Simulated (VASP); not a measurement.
# AlN (I4/mmm) in VASP: single point with HSE06

Aim: the single point of AlN with HSE06.

Program: VASP 6.6.1. These are calculated values, not measurements. Logs are shortened: lines on timing, memory, paths and dates and some standing lists are left out, and cuts for length are marked.

**1. The cell of the first run**

It takes space group I4/mmm (No. 139, tetragonal). Conventional cell: a = 2.855 Å, b = 2.855 Å, c = 3.876 Å, α = 90.00°, β = 90.00°, γ = 90.00°. Al (site symmetry 4/mmm) has 6 N at 1.94 to 2.02 Å within 2.6 Å. Within 2.6 Å of N (site symmetry 4/mmm) lie 6 Al at 1.94 to 2.02 Å.

**2. Single point, HSE06 (uniaxial x strain -4.0%)**

POSCAR reads:

```
AlN
1.0
    0.0000000000      2.0188684697      2.0188684697
    1.9381137309      0.0000000000      2.0188684697
    1.9381137309      2.0188684697      0.0000000000
Al N
1 1
Direct
    0.0000000000      0.0000000000      0.0000000000
    0.5000000000      0.5000000000      0.5000000000
```

INCAR.step1 reads:

```
ALGO     = Normal         # electronic algorithm
EDIFF    = 1E-5           # SCF threshold, eV
ENCUT    = 520            # plane-wave cutoff, eV
GGA      = PE             # functional
ISIF     = 2              # what is computed and relaxed
ISMEAR   = 0              # smearing method
LASPH    = True           # aspherical terms in the spheres
LREAL    = False          # projectors in reciprocal space
LWAVE    = True           # write WAVECAR
NBANDS   = 11             # bands
NELM     = 60             # most SCF steps
PREC     = Accurate       # precision mode
SIGMA    = 0.01           # smearing width, eV
```

INCAR.step2 reads:

```
ALGO     = Normal         # electronic algorithm
EDIFF    = 1E-7           # SCF threshold, eV
ENCUT    = 520            # plane-wave cutoff, eV
GGA      = PE             # functional
HFSCREEN = 0.2079         # screening, 1/A
ISIF     = 2              # what is computed and relaxed
ISMEAR   = 0              # smearing method
ISTART   = 1            
LASPH    = True           # aspherical terms in the spheres
LCHARG   = True           # write CHGCAR
LELF     = True           # ELF
LHFCALC  = True           # exact exchange
LREAL    = False          # projectors in reciprocal space
LVHAR    = True         
LWAVE    = False          # write WAVECAR
NBANDS   = 11             # bands
NELM     = 60             # most SCF steps
PREC     = Accurate       # precision mode
PRECFOCK = Normal       
SIGMA    = 0.01           # smearing width, eV
```

KPOINTS reads:

```
k-points
0
Gamma
  8 8 8
```

Potentials or basis: VASP PAW PBE potentials, release 64 (Al, N).

The run is started by

```
$ cat potpaw_PBE.64/Al/POTCAR potpaw_PBE.64/N/POTCAR > POTCAR
$ cp INCAR.step1 INCAR
$ mpirun -np 1 vasp_std > vasp.out
$ cp INCAR.step2 INCAR
$ mpirun -np 1 vasp_std > vasp.out
```

OUTCAR:

```text
EDIFF = 1E-7
   ENCUT = 520
   GGA = PE
   HFSCREEN = 0.2079
   ISIF = 2
   ISMEAR = 0
   ISTART = 1
   LASPH = True
   LHFCALC = True
   LREAL = False
   NELM = 60
   PREC = Accurate
   PRECFOCK = Normal

 ion  position               nearest neighbor table
   1  0.000  0.000  0.000-   2 1.94   2 1.94   2 2.02   2 2.02   2 2.02   2 2.02
   2  0.500  0.500  0.500-   1 1.94   1 1.94   1 2.02   1 2.02   1 2.02   1 2.02

  LATTYP: Found a body centered tetragonal cell.
 ALAT       =     2.8551111705
 C/A-ratio  =     1.3576450199

  Lattice vectors:

 A1 = (  -1.9381137309,   0.0000000000,  -2.0188684697)
 A2 = (  -1.9381137309,   0.0000000000,   2.0188684697)
 A3 = (   1.9381137309,   2.0188684697,   0.0000000000)

Analysis of symmetry for initial positions (statically):
=====================================================================
 Subroutine PRICEL returns:
 Original cell was already a primitive cell.

 Routine SETGRP: Setting up the symmetry group for a
 body centered tetragonal supercell.

 Subroutine GETGRP returns: Found 16 space group operations
 (whereof 16 operations were pure point group operations)
 out of a pool of 16 trial point group operations.

The static configuration has the point symmetry D_4h.

Analysis of symmetry for dynamics (positions and initial velocities):
=====================================================================
 Subroutine PRICEL returns:
 Original cell was already a primitive cell.

 Routine SETGRP: Setting up the symmetry group for a
 body centered tetragonal supercell.

 Subroutine GETGRP returns: Found 16 space group operations
 (whereof 16 operations were pure point group operations)
 out of a pool of 16 trial point group operations.

The dynamic configuration has the point symmetry D_4h.

 Subroutine INISYM returns: Found 16 space group operations
 (whereof 16 operations are pure point group operations),
 and found     1 'primitive' translations

----------------------------------------------------------------------------------------

                                     Primitive cell

  volume of cell :      15.7988

  direct lattice vectors                    reciprocal lattice vectors
     0.000000000  2.018868470  2.018868470    -0.257982796  0.247663485  0.247663485
     1.938113731  0.000000000  2.018868470     0.257982796 -0.247663485  0.247663485
     1.938113731  2.018868470  0.000000000     0.257982796  0.247663485 -0.247663485

  length of vectors
     2.855111170  2.798591562  2.798591562     0.435005203  0.435005203  0.435005203

  position of ions in fractional coordinates (direct lattice)
     0.000000000  0.000000000  0.000000000
     0.500000000  0.500000000  0.500000000

  ion indices of the primitive-cell ions
   primitive index   ion index
                 1           1
                 2           2

----------------------------------------------------------------------------------------

 KPOINTS: k-points

Automatic generation of k-mesh.
 Grid dimensions read from file:
 generate k-points for:    8    8    8

 Generating k-lattice:

  Cartesian coordinates                     Fractional coordinates (reciprocal lattice)
    -0.032247850  0.030957936  0.030957936     0.125000000  0.000000000  0.000000000
     0.032247850 -0.030957936  0.030957936     0.000000000  0.125000000 -0.000000000
     0.032247850  0.030957936 -0.030957936     0.000000000 -0.000000000  0.125000000

  Length of vectors
     0.054375650  0.054375650  0.054375650

  Shift w.r.t. Gamma in fractional coordinates (k-lattice)
     0.000000000  0.000000000  0.000000000

 Subroutine IBZKPT returns following result:
 ===========================================

 Found     59 irreducible k-points:

 Following reciprocal coordinates:
            Coordinates               Weight
  0.000000  0.000000  0.000000      1.000000
  0.125000  0.000000  0.000000      8.000000
  0.250000  0.000000  0.000000      8.000000
  0.375000  0.000000  0.000000      8.000000
  0.500000  0.000000  0.000000      4.000000
  0.125000  0.125000  0.000000      4.000000
[... 16 lines left out ...]
  0.250000  0.125000  0.125000      4.000000
  0.375000  0.125000  0.125000      8.000000
 [... further k-points ...]
   k-points           NKPTS =     59   k-points in BZ     NKDIM =    512   number of bands    NBANDS=     11
   number of dos      NEDOS =    301   number of ions     NIONS =      2
   total plane-waves  NPLWV =  13824
   dimension x,y,z NGX =    24 NGY =   24 NGZ =   24
   dimension x,y,z NGXF=    48 NGYF=   48 NGZF=   48
   ions per type =               1   1
   NGX,Y,Z   is equivalent  to a cutoff of  13.97, 14.26, 14.26 a.u.
   NGXF,Y,Z  is equivalent  to a cutoff of  27.95, 28.51, 28.51 a.u.
 SYSTEM =  unknown system
   PREC   = accura    normal or accurate (medium, high low for compatibility)
   ISTART =      1    job   : 0-new  1-cont  2-samecut
   ICHARG =      0    charge: 1-file 2-atom 10-const
   ISPIN  =      1    spin polarized calculation?
   LNONCOLLINEAR =      F non collinear calculations
   LSORBIT =      F    spin-orbit coupling
   LASPH  =      T    aspherical Exc in radial PAW
   ENCUT  =  520.0 eV  38.22 Ry    6.18 a.u.   5.31  5.20  5.20*2*pi/ulx,y,z
   NELM   =     60;   NELMIN=  2; NELMDL=  0     # of ELM steps
   EDIFF  = 0.1E-06   stopping-criterion for ELM
   LREAL  =      F    real-space projection
   EDIFFG = 0.1E-05   stopping-criterion for IOM
   NSW    =      0    number of steps for IOM
   IBRION =     -1    ionic relax: 0-MD 1-quasi-New 2-CG
   NFREE  =      0    steps in history (QN), initial steepest desc. (CG)
   ISIF   =      2    stress and relaxation
   ISYM   =      3    0-nonsym 1-usesym 2-fastsym
   POTIM  = 0.5000    time-step for ionic-motion
   TEBEG  =    0.0;   TEEND  =   0.0 temperature during run
   PSTRESS=    0.0 pullay stress
   NELECT =       8.0000    total number of electrons
   NUPDOWN=      -1.0000    fix difference up-down
   EMIN   =  10.00;   EMAX   =-10.00  energy-range for DOS
   EFERMI =   0.00;   METHOD = LEGACY
   ISMEAR =     0;   SIGMA  =   0.01  broadening in eV -4-tet -1-fermi 0-gaus
   EFERMI_NEDOS =   21; number of points for ismear=-14 and -15
   IALGO  =     38    algorithm
   IMIX   =      1    mixing-type and parameters
     AMIX     =   0.40;   BMIX     =  1.00
     AMIX_MAG =   1.60;   BMIX_MAG =  1.00
  volume/ion in A,a.u.               =       7.90        53.31
  Fermi-wavevector in a.u.,A,eV,Ry     =   1.304857  2.465823 23.165999  1.702653
  Thomas-Fermi vector in A             =   2.435765
   LORBIT       =      0    0 simple, 1 ext, 2 COOP (PROOUT), +10 PAW based schemes
   GGA     = PE    functional components
   LHFCALC =     T    Hartree Fock is set to
   PRECFOCK=normal    Normal, Fast or Accurate (Low or Medium for compatibility)
   ENCUT4O =  -1.0   cutoff for four orbital integrals eV
   NKREDX  =     1    reduce k-point grid by
   NKREDY  =     1    reduce k-point grid by
   NKREDZ  =     1    reduce k-point grid by
   AEXX    =    0.2500 exact exchange contribution
   HFSCREEN=    0.2079 screening length (either q_TF or 0.3 A-1)
   HFSCREENC=   0.2079 screening length for correlation (either q_TF or 0.3 A-1)
   ENCUTFOCK=  -1.0 apply spherical cutoff to Coloumb kernel
   IVDW    =     0    specifies the selected vdW correction
   LEPSILON=     F    determine dielectric tensor
   LRPA    =     F    only Hartree local field effects (RPA)
 non-spin polarized calculation
 Gauss-broadening in eV      SIGMA  =   0.01
  energy-cutoff  :      520.00
  volume of cell :       15.80
 maximum number of plane-waves:       436
 NGX is ok and might be reduce to    24
  NGX = 16; NGY = 16; NGZ = 16

 number of electron       7.9999999 magnetization

 Free energy of the ion-electron system (eV)
  ---------------------------------------------------
  ext. energy  EPLUGINS =         0.00000000
  ---------------------------------------------------
  free energy    TOTEN  =       -17.09424589 eV

  energy without entropy =      -17.09424589  energy(sigma->0) =      -17.09424589

 E-fermi :   9.9567     XC(G=0): -10.2180

 val. band max:        9.7970378077   @ k =   0.0000   0.0000   0.0000
 cond. band min:      15.8868213312   @ k =   0.0000   0.5000   0.5000
 fundamental gap:      6.0897835235
 Fermi energy:         9.9567423335

 k-point     1 :       0.0000    0.0000    0.0000
  band No.  band energies     occupation
      1      -9.9762      2.00000
      2       9.4310      2.00000
      3       9.7970      2.00000
      4       9.7970      2.00000
      5      17.5619      0.00000
      6      23.4892      0.00000
      7      23.4892      0.00000
      8      24.0602      0.00000
      9      28.9983      0.00000
     10      29.0377      0.00000
     11      30.5366      0.00000

 k-point     2 :       0.1250    0.0000    0.0000
  band No.  band energies     occupation
      1      -9.6185      2.00000
      2       8.0359      2.00000
      3       9.3960      2.00000
      4       9.5429      2.00000
      5      18.4081      0.00000
      6      22.4963      0.00000
      7      23.9353      0.00000
      8      24.3805      0.00000
      9      27.3789      0.00000
     10      28.3869      0.00000
     11      30.5869      0.00000

 k-point     3 :       0.2500    0.0000    0.0000
  band No.  band energies     occupation
      1      -8.5997      2.00000
      2       4.8629      2.00000
      3       8.9868      2.00000
      4       8.9963      2.00000
      5      18.4586      0.00000
      6      23.0726      0.00000
      7      23.5614      0.00000
      8      24.5336      0.00000
      9      28.0809      0.00000
     10      28.2424      0.00000
     11      29.6690      0.00000
[... 267 lines left out ...]
 k-point    23 :       0.2500    0.1250    0.1250
  band No.  band energies     occupation
      1      -9.0668      2.00000
      2       6.8001      2.00000
      3       8.0649      2.00000
      4       9.4534      2.00000
      5      19.4812      0.00000
      6      21.5932      0.00000
      7      24.3523      0.00000
      8      24.6683      0.00000
      9      25.1351      0.00000
     10      29.0310      0.00000
     11      32.9186      0.00000

 k-point    24 :       0.3750    0.1250    0.1250
  band No.  band energies     occupation
      1      -7.9145      2.00000
      2       4.0422      2.00000
      3       7.2871      2.00000
      4       8.9049      2.00000
      5      19.3707      0.00000
      6      22.4794      0.00000
      7      23.3984      0.00000
      8      23.5965      0.00000
      9      27.1401      0.00000
     10      30.8545      0.00000
     11      32.3928      0.00000

 [... further k-points ...]

------------------------ aborting loop because EDIFF is reached ----------------------------------------

  FORCE on cell =-STRESS in cart. coord.  units (eV):
  Direction    XX          YY          ZZ          XY          YZ          ZX
  --------------------------------------------------------------------------------------
  -------------------------------------------------------------------------------------
  Total        2.1953180      0.6302965      0.6302965      0.0000000      0.0000000      0.0000000
  in kB      222.6295041     63.9190301     63.9190301      0.0000000      0.0000000      0.0000000
  external PRESSURE =     116.8225214 kB  Pullay stress =       0.0000000 kB

 VOLUME and BASIS-vectors are now :
 -----------------------------------------------------------------------------
  energy-cutoff  :      520.00
  volume of cell :       15.80
      direct lattice vectors                 reciprocal lattice vectors
     0.000000000  2.018868470  2.018868470    -0.257982796  0.247663485  0.247663485
     1.938113731  0.000000000  2.018868470     0.257982796 -0.247663485  0.247663485
     1.938113731  2.018868470  0.000000000     0.257982796  0.247663485 -0.247663485

 POSITION                                       TOTAL-FORCE (eV/Angst)
 -----------------------------------------------------------------------------------
      0.00000      0.00000      0.00000        -0.000000      0.000000      0.000000
      1.93811      2.01887      2.01887         0.000000      0.000000      0.000000
 -----------------------------------------------------------------------------------
    total drift:                               -0.000000      0.000000     -0.000000

  FREE ENERGIE OF THE ION-ELECTRON SYSTEM (eV)
  ---------------------------------------------------
  free  energy   TOTEN  =       -17.0942458925 eV

  energy  without entropy=      -17.0942458925  energy(sigma->0) =      -17.09424589
```

It took 22 min on 1 thread of Intel Xeon Platinum 8488C (Sapphire Rapids), shared host; peak memory 0.25 GiB.

Results:

```
Free energy            : -17.0942 eV
Pressure               : 11.7 GPa
Band gap on the k mesh : 6.09 eV (least direct gap 7.76 eV)
```

Stress tensor (GPa, compression positive):
```
22.26  0.00  0.00
 0.00  6.39  0.00
 0.00  0.00  6.39
```

Caveat: the cell differs from its parent crystal (uniaxial x strain -4.0%); the cell stands under pressure; the PAW data sets were made with another functional, which shifts forces and pressure a little. A k mesh can miss the band edges.
